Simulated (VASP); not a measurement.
A run of VASP 6.6.1 is set up as follows.

The input INCAR:

```
  PREC = Accurate
  ENCUT = 520
  EDIFF = 1E-7
  ISMEAR = -1
  SIGMA = 0.1
  LREAL = F
  LASPH = T
  NELM = 150
  ALGO = Normal
  ISIF = 2
  LWAVE = F
  LCHARG = T
  ISPIN = 2
  MAGMOM = 1 0
  LORBIT = 11
  NUPDOWN = 1.0
  GGA = PE
  IVDW = 13
  LELF = T
  LVHAR = T
  NBANDS = 25
```

The input KPOINTS:

```
Automatic mesh
0
Gamma
  8 8 8
```

File POSCAR:

```
Ge
1.0
    0.0000000000      2.7906767997      2.7906767997
    2.7906767997      0.0000000000      2.7906767997
    2.7906767997      2.7906767997      0.0000000000
Ge
2
Direct
    0.7500000000      0.7500000000      0.7500000000
    0.5000000000      0.5000000000      0.5000000000
```

Potentials or basis: VASP PAW PBE potentials, release 64 (Ge_d).

Launch:

```sh
$ cat potpaw_PBE.64/Ge_d/POTCAR > POTCAR
$ mpirun -np 1 vasp_std > vasp.out
```

(1) What does it give for the pressure?

(2) Estimate the dispersion energy per atom.

Answers

(1) 9.1 GPa.

(2) -0.341 eV.

Caveat: the total moment is fixed, so each spin has its own Fermi level.
